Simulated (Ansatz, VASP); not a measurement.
# One calculation of Pd, two programs

```
Pd
1.0
     0.00000    1.94490    1.94490
     1.94490    0.00000    1.94490
     1.94490    1.94490    0.00000
Pd
1
Direct
  0.00000 0.00000 0.00000
```

Alike in both runs: task relaxation of cell and atoms; functional PBEsol; k mesh 14 × 14 × 14; occupations fermi-dirac, width 0.05 eV; collinear spin.

|  | VASP | Ansatz |
| --- | --- | --- |
| version | VASP 6.6.1 | Ansatz 0.2.0 |
| potentials or method | VASP PAW PBE potentials, release 64 (Pd), cutoff 600 eV | plane waves (420 eV) with PAW, scalar-relativistic |
| valence electrons in the cell | 10 | 18 |

Ansatz gave:

```
net moment per atom (μB)                                      : 0.31
size of the moment on the site where the two differ most (μB) : 0.31
relaxed volume (Å³/atom)                                      : 14.58
relaxed cell length with the largest relative difference (Å)  : 2.742
```

Question: What did VASP give for the same quantities?

Answer: net moment per atom (μB): 0.31; size of the moment on the site where the two differ most (μB): 0.31; relaxed volume (Å³/atom): 14.56; relaxed cell length with the largest relative difference (Å): 2.741.

VASP's potentials were made for PBE, not for PBEsol, and Ansatz warns of the same on its side. Site moments also hang on the region over which each program counts them. VASP's potentials hold 10 valence electrons a cell and Ansatz's 18, so a difference there can come from the potentials and not from the codes.
